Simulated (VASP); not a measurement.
# Ir (P2_1/m) in VASP: single point with r2SCAN

Aim: the single point of Ir with r2SCAN.

Program: VASP 6.6.1. These are calculated values, not measurements. Logs are shortened: lines on timing, memory, paths and dates and some standing lists are left out, and cuts for length are marked.

## 1. The cell of the first run

Symmetry: P2_1/m, No. 11, monoclinic system. The conventional cell has a = 2.734 Å, b = 4.462 Å, c = 2.751 Å, α = 90.00°, β = 119.35°, γ = 90.00°. Ir (site symmetry m) has 12 Ir at 2.73 to 2.77 Å within 3.6 Å.

## 2. Single point, r2SCAN (strain +0.0150 x Voigt [0, 0, 0, 0, 0, 1])

POSCAR

```
Ir
1.0
    2.7513778946      0.0206353342      0.0000000000
   -1.3578182236      2.3724454850      0.0000000000
    0.0000000000      0.0000000000      4.4622900000
Ir
2
Direct
    0.6666666667      0.3333333333      0.7500000000
    0.3333333333      0.6666666667      0.2500000000
```

INCAR.step1

```
SYSTEM = Ir
PREC = Accurate
ENCUT = 520
ISMEAR = 0
SIGMA = 0.15
LREAL = .FALSE.
LASPH = .TRUE.
NELM = 100
NBANDS = 16
GGA = PE
ALGO = Normal
EDIFF = 1E-4
LWAVE = .TRUE.
LCHARG = .FALSE.
```

INCAR.step2

```
SYSTEM = Ir
PREC = Accurate
ENCUT = 520
EDIFF = 1E-6
ISMEAR = 0
SIGMA = 0.15
LREAL = .FALSE.
LASPH = .TRUE.
NELM = 100
ALGO = Normal
ISIF = 2
LWAVE = .FALSE.
LCHARG = .FALSE.
METAGGA = R2SCAN
LMIXTAU = .TRUE.
NBANDS = 16
ISTART = 1
```

KPOINTS

```
Automatic mesh
0
G
  18 18 12
  0 0 0
```

Potentials or basis: VASP PAW PBE potentials, release 64 (Ir).

Command:

```
$ cat potpaw_PBE.64/Ir/POTCAR > POTCAR
$ cp INCAR.step1 INCAR
$ mpirun -np 1 vasp_std > vasp.out
$ cp INCAR.step2 INCAR
$ mpirun -np 1 vasp_std > vasp.out
```

OUTCAR:

```text
SYSTEM = Ir
   PREC = Accurate
   ENCUT = 520
   EDIFF = 1E-6
   ISMEAR = 0
   LREAL = .FALSE.
   LASPH = .TRUE.
   NELM = 100
   ISIF = 2
   METAGGA = R2SCAN
   ISTART = 1

 ion  position               nearest neighbor table
   1  0.667  0.333  0.750-   2 2.73   2 2.73   2 2.74   2 2.74   2 2.74   2 2.74
   2  0.333  0.667  0.250-   1 2.73   1 2.73   1 2.74   1 2.74   1 2.74   1 2.74

  Warning from LATTYP: Monoclinic adjustment (A1->A3, A2->A1, A3->A2)!
  LATTYP: Found a simple monoclinic cell.
 ALAT       =     2.7335266429
 B/A-ratio  =     1.6324296716
 C/A-ratio  =     1.0065587921
 COS(beta)  =    -0.4902045492

  Lattice vectors:

 A1 = (  -1.3578182236,   2.3724454850,   0.0000000000)
 A2 = (   0.0000000000,   0.0000000000,   4.4622900000)
 A3 = (   2.7513778946,   0.0206353342,   0.0000000000)

Analysis of symmetry for initial positions (statically):
=====================================================================
 Subroutine PRICEL returns:
 Original cell was already a primitive cell.

 Routine SETGRP: Setting up the symmetry group for a
 simple monoclinic supercell.

 Subroutine GETGRP returns: Found  4 space group operations
 (whereof  2 operations were pure point group operations)
 out of a pool of  4 trial point group operations.

The static configuration has the point symmetry S_2 .
 The point group associated with its full space group is C_2h.

Analysis of symmetry for dynamics (positions and initial velocities):
=====================================================================
 Subroutine PRICEL returns:
 Original cell was already a primitive cell.

 Routine SETGRP: Setting up the symmetry group for a
 simple monoclinic supercell.

 Subroutine GETGRP returns: Found  4 space group operations
 (whereof  2 operations were pure point group operations)
 out of a pool of  4 trial point group operations.

The dynamic configuration has the point symmetry S_2 .
 The point group associated with its full space group is C_2h.

 Subroutine INISYM returns: Found  4 space group operations
 (whereof  2 operations are pure point group operations),
 and found     1 'primitive' translations

----------------------------------------------------------------------------------------

                                     Primitive cell

  volume of cell :      29.2526

  direct lattice vectors                    reciprocal lattice vectors
     2.751377895  0.020635334  0.000000000     0.361900808  0.207126155  0.000000000
    -1.357818224  2.372445485  0.000000000    -0.003147783  0.419704431  0.000000000
     0.000000000  0.000000000  4.462290000     0.000000000  0.000000000  0.224100182

  length of vectors
     2.751455276  2.733526643  4.462290000     0.416981341  0.419716235  0.224100182

  position of ions in fractional coordinates (direct lattice)
     0.666666667  0.333333333  0.750000000
     0.333333333  0.666666667  0.250000000

  ion indices of the primitive-cell ions
   primitive index   ion index
                 1           1
                 2           2

----------------------------------------------------------------------------------------

 KPOINTS: Automatic mesh

Automatic generation of k-mesh.
 Grid dimensions read from file:
 generate k-points for:   18   18   12

 Generating k-lattice:

  Cartesian coordinates                     Fractional coordinates (reciprocal lattice)
     0.020105600  0.011507009  0.000000000     0.055555556  0.000000000  0.000000000
    -0.000174877  0.023316913  0.000000000     0.000000000  0.055555556  0.000000000
     0.000000000  0.000000000  0.018675015     0.000000000  0.000000000  0.083333333

  Length of vectors
     0.023165630  0.023317569  0.018675015

  Shift w.r.t. Gamma in fractional coordinates (k-lattice)
     0.000000000  0.000000000  0.000000000

 Subroutine IBZKPT returns following result:
 ===========================================

 Found   1148 irreducible k-points:

 Following reciprocal coordinates:
            Coordinates               Weight
  0.000000  0.000000  0.000000      1.000000
  0.055556  0.000000  0.000000      2.000000
  0.111111  0.000000  0.000000      2.000000
  0.166667  0.000000  0.000000      2.000000
  0.222222 -0.000000  0.000000      2.000000
  0.277778  0.000000  0.000000      2.000000
[... 16 lines left out ...]
 -0.333333  0.055556  0.000000      2.000000
 -0.277778  0.055556  0.000000      2.000000
 [... further k-points ...]
   k-points           NKPTS =   1148   k-points in BZ     NKDIM =   1148   number of bands    NBANDS=     16
   number of dos      NEDOS =    301   number of ions     NIONS =      2
   total plane-waves  NPLWV =  14400
   dimension x,y,z NGX =    20 NGY =   20 NGZ =   36
   dimension x,y,z NGXF=    40 NGYF=   40 NGZF=   72
   ions per type =               2
   NGX,Y,Z   is equivalent  to a cutoff of  12.08, 12.16, 13.41 a.u.
   NGXF,Y,Z  is equivalent  to a cutoff of  24.17, 24.33, 26.82 a.u.
 SYSTEM =  Ir
   PREC   = accura    normal or accurate (medium, high low for compatibility)
   ISTART =      1    job   : 0-new  1-cont  2-samecut
   ICHARG =      0    charge: 1-file 2-atom 10-const
   ISPIN  =      1    spin polarized calculation?
   LNONCOLLINEAR =      F non collinear calculations
   LSORBIT =      F    spin-orbit coupling
   LASPH  =      T    aspherical Exc in radial PAW
   ENCUT  =  520.0 eV  38.22 Ry    6.18 a.u.   5.12  5.08  8.30*2*pi/ulx,y,z
   NELM   =    100;   NELMIN=  2; NELMDL=  0     # of ELM steps
   EDIFF  = 0.1E-05   stopping-criterion for ELM
   LREAL  =      F    real-space projection
   EDIFFG = 0.1E-04   stopping-criterion for IOM
   NSW    =      0    number of steps for IOM
   IBRION =     -1    ionic relax: 0-MD 1-quasi-New 2-CG
   NFREE  =      0    steps in history (QN), initial steepest desc. (CG)
   ISIF   =      2    stress and relaxation
   ISYM   =      2    0-nonsym 1-usesym 2-fastsym
   POTIM  = 0.5000    time-step for ionic-motion
   TEBEG  =    0.0;   TEEND  =   0.0 temperature during run
   PSTRESS=    0.0 pullay stress
   NELECT =      18.0000    total number of electrons
   NUPDOWN=      -1.0000    fix difference up-down
   EMIN   =  10.00;   EMAX   =-10.00  energy-range for DOS
   EFERMI =   0.00;   METHOD = LEGACY
   ISMEAR =     0;   SIGMA  =   0.15  broadening in eV -4-tet -1-fermi 0-gaus
   EFERMI_NEDOS =   21; number of points for ismear=-14 and -15
   IALGO  =     38    algorithm
   IMIX   =      4    mixing-type and parameters
     AMIX     =   0.40;   BMIX     =  1.00
     AMIX_MAG =   1.60;   BMIX_MAG =  1.00
  volume/ion in A,a.u.               =      14.63        98.70
  Fermi-wavevector in a.u.,A,eV,Ry     =   1.392443  2.631336 26.380312  1.938898
  Thomas-Fermi vector in A             =   2.516185
   LORBIT       =      0    0 simple, 1 ext, 2 COOP (PROOUT), +10 PAW based schemes
   METAGGA = R2SCAN    functional components
   LHFCALC =     F    Hartree Fock is set to
   AEXX    =    0.0000 exact exchange contribution
   IVDW    =     0    specifies the selected vdW correction
   LEPSILON=     F    determine dielectric tensor
   LRPA    =     F    only Hartree local field effects (RPA)
 non-spin polarized calculation
 Gauss-broadening in eV      SIGMA  =   0.15
  energy-cutoff  :      520.00
  volume of cell :       29.25
 maximum number of plane-waves:       800
   NGX = 11   NGY = 11   NGZ = 17

 number of electron      18.0000000 magnetization

 Free energy of the ion-electron system (eV)
  ---------------------------------------------------
  ext. energy  EPLUGINS =         0.00000000
  ---------------------------------------------------
  free energy    TOTEN  =      -104.55425146 eV

  energy without entropy =     -104.52896891  energy(sigma->0) =     -104.54161018

 E-fermi :   9.7451     XC(G=0): -15.1054

 val. band max:        9.7427667553   @ k =   0.3889  -0.0000   0.0000
 cond. band min:       9.7454251776   @ k =   0.3333   0.1667   0.1667
 fundamental gap:      0.0026584223
 Fermi energy:         9.7451316601

 k-point     1 :       0.0000    0.0000    0.0000
  band No.  band energies     occupation
      1      -1.5607      2.00000
      2       1.5667      2.00000
      3       5.7839      2.00000
      4       5.8305      2.00000
      5       6.0883      2.00000
      6       6.4407      2.00000
[... 8 lines left out ...]
     15      27.0492      0.00000
     16      28.0508      0.00000

 k-point     2 :       0.0556    0.0000    0.0000
  band No.  band energies     occupation
      1      -1.4400      2.00000
      2       1.6735      2.00000
      3       5.5215      2.00000
      4       6.0652      2.00000
      5       6.1911      2.00000
      6       6.3915      2.00000
[... 8 lines left out ...]
     15      27.2077      0.00000
     16      28.2174      0.00000

 k-point     3 :       0.1111    0.0000    0.0000
  band No.  band energies     occupation
      1      -1.0871      2.00000
      2       1.9729      2.00000
      3       5.2007      2.00000
      4       6.1616      2.00000
      5       6.4297      2.00000
      6       6.4902      2.00000
[... 8 lines left out ...]
     15      27.6299      0.00000
     16      28.4318      0.00000

 k-point     4 :       0.1667    0.0000    0.0000
  band No.  band energies     occupation
      1      -0.5322      2.00000
      2       2.3861      2.00000
      3       4.9002      2.00000
      4       5.8175      2.00000
      5       5.9478      2.00000
      6       6.8443      2.00000
[... 8 lines left out ...]
     15      27.9408      0.00000
     16      28.1832      0.00000
[... 324 lines left out ...]
 k-point    22 :      -0.3889    0.0556    0.0000
  band No.  band energies     occupation
      1       1.8907      2.00000
      2       2.6190      2.00000
      3       3.4393      2.00000
      4       5.2994      2.00000
      5       5.8388      2.00000
      6       6.2393      2.00000
[... 8 lines left out ...]
     15      23.0679      0.00000
     16      25.1463      0.00000

 k-point    23 :      -0.3333    0.0556    0.0000
  band No.  band energies     occupation
      1       1.3468      2.00000
      2       2.8211      2.00000
      3       3.9322      2.00000
      4       4.9438      2.00000
      5       5.8816      2.00000
      6       6.0074      2.00000
[... 8 lines left out ...]
     15      24.4177      0.00000
     16      25.8490      0.00000

 k-point    24 :      -0.2778    0.0556    0.0000
  band No.  band energies     occupation
      1       0.6305      2.00000
      2       2.8969      2.00000
      3       4.5714      2.00000
      4       4.7060      2.00000
      5       5.7460      2.00000
      6       6.2342      2.00000
[... 8 lines left out ...]
     15      25.8243      0.00000
     16      26.7400      0.00000

 [... further k-points ...]

------------------------ aborting loop because EDIFF is reached ----------------------------------------

  FORCE on cell =-STRESS in cart. coord.  units (eV):
  Direction    XX          YY          ZZ          XY          YZ          ZX
  --------------------------------------------------------------------------------------
  -------------------------------------------------------------------------------------
  Total       -1.1881784     -1.1626349     -1.2354045     -0.5470834      0.0000000      0.0000000
  in kB      -65.0770358    -63.6780068    -67.6636282    -29.9639877      0.0000000      0.0000000
  external PRESSURE =     -65.4728903 kB  Pullay stress =       0.0000000 kB

 VOLUME and BASIS-vectors are now :
 -----------------------------------------------------------------------------
  energy-cutoff  :      520.00
  volume of cell :       29.25
      direct lattice vectors                 reciprocal lattice vectors
     2.751377895  0.020635334  0.000000000     0.361900808  0.207126155  0.000000000
    -1.357818224  2.372445485  0.000000000    -0.003147783  0.419704431  0.000000000
     0.000000000  0.000000000  4.462290000     0.000000000  0.000000000  0.224100182

 POSITION                                       TOTAL-FORCE (eV/Angst)
 -----------------------------------------------------------------------------------
      1.38165      0.80457      3.34672         0.016784      0.000456      0.000000
      0.01191      1.58851      1.11557        -0.016784     -0.000456      0.000000
 -----------------------------------------------------------------------------------
    total drift:                                0.000000      0.000000     -0.000000

  FREE ENERGIE OF THE ION-ELECTRON SYSTEM (eV)
  ---------------------------------------------------
  free  energy   TOTEN  =      -104.5542514600 eV

  energy  without entropy=     -104.5289689099  energy(sigma->0) =     -104.54161018
```

Wall time 11 min (1 thread of Intel Xeon 6975P-C (Granite Rapids), shared host); peak memory 0.53 GiB.

What came out:

```yaml
Free_energy: -104.5543 eV
Pressure: -6.5 GPa
Largest_force: 0.017 eV/Å
Band_gap_on_the_k_mesh: zero (bands 9 and 10 overlap by 3.39 eV)
```

Forces on the atoms (eV/Å):
```
Ir   0.017  0.000  0.000
Ir  -0.017  0.000  0.000
```

Caveat: the cell differs from its parent crystal (strain +0.0150 x Voigt [0, 0, 0, 0, 0, 1]); the cell stands under tension; the PAW data sets were made with another functional, which shifts forces and pressure a little; spin-orbit coupling is left out, which moves the levels of the heavy elements.
